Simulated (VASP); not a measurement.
# Pb (Fm-3m) in VASP: further runs

Runs on Pb. Level: PBE+D3(BJ). Tasks: single point.

Program: VASP 6.6.1. These are calculated values, not measurements. Logs are shortened: lines on timing, memory, paths and dates and some standing lists are left out, and cuts for length are marked.

### 1 The cell of the first run

Symmetry: Fm-3m, No. 225, cubic system. The conventional cell has a = 4.950 Å, b = 4.950 Å, c = 4.950 Å, α = 90.00°, β = 90.00°, γ = 90.00°. Pb (site symmetry m-3m) has 12 Pb at 3.50 Å within 4.6 Å.

### 2 Single point, PBE+D3(BJ)

INCAR reads:

```
PREC = Accurate ; ENCUT = 520
EDIFF = 1E-6 ; ISMEAR = 0
SIGMA = 0.1 ; LREAL = F
LASPH = T ; NELM = 100
ALGO = Normal ; ISIF = 2
LWAVE = F ; LCHARG = F
GGA = PE ; IVDW = 12
NBANDS = 13
```

KPOINTS reads:

```
regular mesh
0
Gamma
  14 14 14
```

POSCAR reads:

```
Pb
1.0
    0.0000000000      2.4750200000      2.4750200000
    2.4750200000      0.0000000000      2.4750200000
    2.4750200000      2.4750200000      0.0000000000
Pb
1
Direct
    0.0000000000      0.0000000000      0.0000000000
```

Potentials or basis: VASP PAW PBE potentials, release 64 (Pb_d).

The run is started by

```sh
cat potpaw_PBE.64/Pb_d/POTCAR > POTCAR
mpirun -np 1 vasp_std > vasp.out
```

OUTCAR:

```text
PREC = Accurate
   ENCUT = 520
   EDIFF = 1E-6
   ISMEAR = 0
   LREAL = F
   LASPH = T
   NELM = 100
   ISIF = 2
   GGA = PE
   IVDW = 12
 IVDW          = 12

 ion  position               nearest neighbor table
   1  0.000  0.000  0.000-

  LATTYP: Found a face centered cubic cell.
 ALAT       =     4.9500400000

  Lattice vectors:

 A1 = (   0.0000000000,   2.4750200000,   2.4750200000)
 A2 = (   2.4750200000,   0.0000000000,   2.4750200000)
 A3 = (   2.4750200000,   2.4750200000,   0.0000000000)

Analysis of symmetry for initial positions (statically):
=====================================================================
 Subroutine PRICEL returns:
 Original cell was already a primitive cell.

 Routine SETGRP: Setting up the symmetry group for a
 face centered cubic supercell.

 Subroutine GETGRP returns: Found 48 space group operations
 (whereof 48 operations were pure point group operations)
 out of a pool of 48 trial point group operations.

The static configuration has the point symmetry O_h .

Analysis of symmetry for dynamics (positions and initial velocities):
=====================================================================
 Subroutine PRICEL returns:
 Original cell was already a primitive cell.

 Routine SETGRP: Setting up the symmetry group for a
 face centered cubic supercell.

 Subroutine GETGRP returns: Found 48 space group operations
 (whereof 48 operations were pure point group operations)
 out of a pool of 48 trial point group operations.

The dynamic configuration has the point symmetry O_h .

 Subroutine INISYM returns: Found 48 space group operations
 (whereof 48 operations are pure point group operations),
 and found     1 'primitive' translations

----------------------------------------------------------------------------------------

                                     Primitive cell

  volume of cell :      30.3226

  direct lattice vectors                    reciprocal lattice vectors
     0.000000000  2.475020000  2.475020000    -0.202018570  0.202018570  0.202018570
     2.475020000  0.000000000  2.475020000     0.202018570 -0.202018570  0.202018570
     2.475020000  2.475020000  0.000000000     0.202018570  0.202018570 -0.202018570

  length of vectors
     3.500206851  3.500206851  3.500206851     0.349906427  0.349906427  0.349906427

  position of ions in fractional coordinates (direct lattice)
     0.000000000  0.000000000  0.000000000

  ion indices of the primitive-cell ions
   primitive index   ion index
                 1           1

----------------------------------------------------------------------------------------

 KPOINTS: regular mesh

Automatic generation of k-mesh.
 Grid dimensions read from file:
 generate k-points for:   14   14   14

 Generating k-lattice:

  Cartesian coordinates                     Fractional coordinates (reciprocal lattice)
    -0.014429898  0.014429898  0.014429898     0.071428571  0.000000000  0.000000000
     0.014429898 -0.014429898  0.014429898     0.000000000  0.071428571  0.000000000
     0.014429898  0.014429898 -0.014429898     0.000000000  0.000000000  0.071428571

  Length of vectors
     0.024993316  0.024993316  0.024993316

  Shift w.r.t. Gamma in fractional coordinates (k-lattice)
     0.000000000  0.000000000  0.000000000

 Subroutine IBZKPT returns following result:
 ===========================================

 Found    104 irreducible k-points:

 Following reciprocal coordinates:
            Coordinates               Weight
  0.000000  0.000000  0.000000      1.000000
  0.071429  0.000000  0.000000      8.000000
  0.142857  0.000000  0.000000      8.000000
  0.214286  0.000000  0.000000      8.000000
  0.285714  0.000000  0.000000      8.000000
  0.357143  0.000000  0.000000      8.000000
[... 16 lines left out ...]
  0.214286  0.142857  0.000000     24.000000
  0.285714  0.142857  0.000000     24.000000
 [... further k-points ...]
   k-points           NKPTS =    104   k-points in BZ     NKDIM =    104   number of bands    NBANDS=     13
   number of dos      NEDOS =    301   number of ions     NIONS =      1
   total plane-waves  NPLWV =  21952
   dimension x,y,z NGX =    28 NGY =   28 NGZ =   28
   dimension x,y,z NGXF=    56 NGYF=   56 NGZF=   56
   ions per type =               1
   NGX,Y,Z   is equivalent  to a cutoff of  13.30, 13.30, 13.30 a.u.
   NGXF,Y,Z  is equivalent  to a cutoff of  26.60, 26.60, 26.60 a.u.
 SYSTEM =  unknown system
   PREC   = accura    normal or accurate (medium, high low for compatibility)
   ISTART =      0    job   : 0-new  1-cont  2-samecut
   ICHARG =      2    charge: 1-file 2-atom 10-const
   ISPIN  =      1    spin polarized calculation?
   LNONCOLLINEAR =      F non collinear calculations
   LSORBIT =      F    spin-orbit coupling
   LASPH  =      T    aspherical Exc in radial PAW
   ENCUT  =  520.0 eV  38.22 Ry    6.18 a.u.   6.51  6.51  6.51*2*pi/ulx,y,z
   NELM   =    100;   NELMIN=  2; NELMDL= -5     # of ELM steps
   EDIFF  = 0.1E-05   stopping-criterion for ELM
   LREAL  =      F    real-space projection
   EDIFFG = 0.1E-04   stopping-criterion for IOM
   NSW    =      0    number of steps for IOM
   IBRION =     -1    ionic relax: 0-MD 1-quasi-New 2-CG
   NFREE  =      0    steps in history (QN), initial steepest desc. (CG)
   ISIF   =      2    stress and relaxation
   ISYM   =      2    0-nonsym 1-usesym 2-fastsym
   POTIM  = 0.5000    time-step for ionic-motion
   TEBEG  =    0.0;   TEEND  =   0.0 temperature during run
   PSTRESS=    0.0 pullay stress
   NELECT =      14.0000    total number of electrons
   NUPDOWN=      -1.0000    fix difference up-down
   EMIN   =  10.00;   EMAX   =-10.00  energy-range for DOS
   EFERMI =   0.00;   METHOD = LEGACY
   ISMEAR =     0;   SIGMA  =   0.10  broadening in eV -4-tet -1-fermi 0-gaus
   EFERMI_NEDOS =   21; number of points for ismear=-14 and -15
   IALGO  =     38    algorithm
   IMIX   =      4    mixing-type and parameters
     AMIX     =   0.40;   BMIX     =  1.00
     AMIX_MAG =   1.60;   BMIX_MAG =  1.00
  volume/ion in A,a.u.               =      30.32       204.63
  Fermi-wavevector in a.u.,A,eV,Ry     =   1.265306  2.391081 21.782907  1.600999
  Thomas-Fermi vector in A             =   2.398566
   LORBIT       =      0    0 simple, 1 ext, 2 COOP (PROOUT), +10 PAW based schemes
   GGA     = PE    functional components
   LHFCALC =     F    Hartree Fock is set to
   AEXX    =    0.0000 exact exchange contribution
   IVDW    =    12    specifies the selected vdW correction
   LEPSILON=     F    determine dielectric tensor
   LRPA    =     F    only Hartree local field effects (RPA)
 non-spin polarized calculation
 Gauss-broadening in eV      SIGMA  =   0.10
  energy-cutoff  :      520.00
  volume of cell :       30.32
 maximum number of plane-waves:       869
 NGX is ok and might be reduce to    28
   NGX = 13   NGY = 13   NGZ = 13

 number of electron      13.9999999 magnetization

 Free energy of the ion-electron system (eV)
  ---------------------------------------------------
  ext. energy  EPLUGINS =         0.00000000
  ---------------------------------------------------
  free energy    TOTEN  =        -3.55638610 eV

  energy without entropy =       -3.55424725  energy(sigma->0) =       -3.55531667

 E-fermi :   7.3210     XC(G=0): -10.1848

 val. band max:        7.1815003666   @ k =   0.3571   0.1429   0.0714
 cond. band min:       7.3248140128   @ k =  -0.2857   0.2857   0.0714
 fundamental gap:      0.1433136462
 Fermi energy:         7.3209541646

 k-point     1 :       0.0000    0.0000    0.0000
  band No.  band energies     occupation
      1      -9.7901      2.00000
      2      -9.7901      2.00000
      3      -9.7901      2.00000
      4      -9.6501      2.00000
      5      -9.6501      2.00000
      6      -4.4722      2.00000
      7      14.7003      0.00000
      8      14.7003      0.00000
      9      14.7003      0.00000
     10      17.0452      0.00000
     11      18.6217      0.00000
     12      19.7665      0.00000
     13      19.7665      0.00000

 k-point     2 :       0.0714    0.0000    0.0000
  band No.  band energies     occupation
      1      -9.7902      2.00000
      2      -9.7827      2.00000
      3      -9.7827      2.00000
      4      -9.6506      2.00000
      5      -9.6506      2.00000
      6      -4.3740      2.00000
      7      13.5052      0.00000
      8      14.5764      0.00000
      9      14.5764      0.00000
     10      16.8162      0.00000
     11      19.1514      0.00000
     12      19.9869      0.00000
     13      19.9869      0.00000

 k-point     3 :       0.1429    0.0000    0.0000
  band No.  band energies     occupation
      1      -9.7914      2.00000
      2      -9.7658      2.00000
      3      -9.7658      2.00000
      4      -9.6479      2.00000
      5      -9.6479      2.00000
      6      -4.0790      2.00000
      7      11.3354      0.00000
      8      14.2616      0.00000
      9      14.2616      0.00000
     10      16.5336      0.00000
     11      19.9555      0.00000
     12      20.4188      0.00000
     13      20.4920      0.00000
[... 305 lines left out ...]
 k-point    23 :       0.2143    0.1429    0.0000
  band No.  band energies     occupation
      1      -9.8305      2.00000
      2      -9.7191      2.00000
      3      -9.7118      2.00000
      4      -9.6886      2.00000
      5      -9.6111      2.00000
      6      -3.5889      2.00000
      7      10.5618      0.00000
      8      12.4285      0.00000
      9      12.7418      0.00000
     10      15.9022      0.00000
     11      16.9130      0.00000
     12      21.4712      0.00000
     13      22.3547      0.00000

 k-point    24 :       0.2857    0.1429    0.0000
  band No.  band energies     occupation
      1      -9.8310      2.00000
      2      -9.7322      2.00000
      3      -9.7040      2.00000
      4      -9.6622      2.00000
      5      -9.5808      2.00000
      6      -3.0394      2.00000
      7       8.5277      0.00000
      8      12.0117      0.00000
      9      12.2583      0.00000
     10      15.7153      0.00000
     11      17.3155      0.00000
     12      21.0382      0.00000
     13      21.6829      0.00000

 [... further k-points ...]

------------------------ aborting loop because EDIFF is reached ----------------------------------------

 Edisp (eV)   -0.40966

 E8    (eV) :    -0.2076

  FORCE on cell =-STRESS in cart. coord.  units (eV):
  Direction    XX          YY          ZZ          XY          YZ          ZX
  --------------------------------------------------------------------------------------
  -------------------------------------------------------------------------------------
  Total       0.03458     0.03458     0.03458     0.00000     0.00000    -0.00000
  in kB       1.82712     1.82712     1.82712     0.00000     0.00000    -0.00000
  external pressure =        1.83 kB  Pullay stress =        0.00 kB

 VOLUME and BASIS-vectors are now :
 -----------------------------------------------------------------------------
  energy-cutoff  :      520.00
  volume of cell :       30.32
      direct lattice vectors                 reciprocal lattice vectors
     0.000000000  2.475020000  2.475020000    -0.202018570  0.202018570  0.202018570
     2.475020000  0.000000000  2.475020000     0.202018570 -0.202018570  0.202018570
     2.475020000  2.475020000  0.000000000     0.202018570  0.202018570 -0.202018570

 POSITION                                       TOTAL-FORCE (eV/Angst)
 -----------------------------------------------------------------------------------
      0.00000      0.00000      0.00000         0.000000      0.000000      0.000000
 -----------------------------------------------------------------------------------
    total drift:                               -0.000000      0.000000     -0.000000

  FREE ENERGIE OF THE ION-ELECTRON SYSTEM (eV)
  ---------------------------------------------------
  free  energy   TOTEN  =        -3.9660470784 eV

  energy  without entropy=       -3.9639082247  energy(sigma->0) =       -3.96497765
```

Wall time 55 s (1 thread of AMD EPYC 7R13, shared host); peak memory 0.16 GiB.

What came out:

- Free energy: -3.9660 eV
- Pressure: 0.2 GPa
- Band gap on the k mesh: zero (band 7 reaches 14.70 eV, above the bottom of band 8 at 5.72 eV)
- Dispersion energy per atom: -0.410 eV

Levels at points of the mesh, in eV from the Fermi level:
| k point | band 4 | band 5 | band 6 | band 7 | band 8 | band 9 | band 10 | band 11 |
| --- | --- | --- | --- | --- | --- | --- | --- | --- |
| (0.00, 0.00, 0.00) | -16.97 | -16.97 | -11.79 | 7.38 | 7.38 | 7.38 | 9.72 | 11.30 |
| (0.50, 0.00, 0.00) | -16.84 | -16.84 | -8.17 | -4.24 | 5.54 | 5.54 | 9.20 | 9.43 |
| (0.50, 0.50, 0.00) | -16.80 | -16.80 | -6.76 | -3.31 | 2.01 | 2.01 | 5.34 | 6.61 |

Caveat: spin-orbit coupling is left out, which moves the levels of the heavy elements; pairwise dispersion overbinds metals, which lowers pressure and volume.

### 3 Single point, PBE+D3(BJ) (volume scaled by 1.03)

INCAR reads:

```
SYSTEM = Pb
PREC = Accurate ; ENCUT = 520
EDIFF = 1E-6 ; ISMEAR = 0
SIGMA = 0.1 ; LREAL = .FALSE.
LASPH = .TRUE. ; NELM = 100
ALGO = Normal ; ISIF = 2
LWAVE = .FALSE. ; LCHARG = .FALSE.
GGA = PE ; IVDW = 12
NBANDS = 13
```

KPOINTS reads:

```
regular mesh
0
G
  14 14 14
  0 0 0
```

POSCAR reads:

```
Pb
1.0
    0.0000000000      2.5040929798      2.5040929798
    2.5040929798      0.0000000000      2.5040929798
    2.5040929798      2.5040929798      0.0000000000
Pb
1
Direct
    0.0000000000      0.0000000000      0.0000000000
```

Potentials or basis: VASP PAW PBE potentials, release 64 (Pb_d).

The run is started by

```sh
cat potpaw_PBE.64/Pb_d/POTCAR > POTCAR
mpirun -np 1 vasp_std > vasp.out
```

Wall time 78 s (1 thread of AMD EPYC 7R13, shared host); peak memory 0.16 GiB.

The run converged. Its results:

```
Free energy                : -3.9626 eV
Pressure                   : -1.3 GPa
Band gap on the k mesh     : zero (band 7 reaches 14.04 eV, above the bottom of band 8 at 5.41 eV)
Dispersion energy per atom : -0.395 eV
```

Levels at points of the mesh, in eV from the Fermi level:
| k point | band 4 | band 5 | band 6 | band 7 | band 8 | band 9 | band 10 | band 11 |
| --- | --- | --- | --- | --- | --- | --- | --- | --- |
| (0.00, 0.00, 0.00) | -16.94 | -16.94 | -11.54 | 7.13 | 7.13 | 7.13 | 9.72 | 10.88 |
| (0.50, 0.00, 0.00) | -16.82 | -16.82 | -8.11 | -4.05 | 5.37 | 5.37 | 9.14 | 9.20 |
| (0.50, 0.50, 0.00) | -16.79 | -16.79 | -6.79 | -3.15 | 1.99 | 1.99 | 5.26 | 6.52 |

Caveat: spin-orbit coupling is left out, which moves the levels of the heavy elements; pairwise dispersion overbinds metals, which lowers pressure and volume.
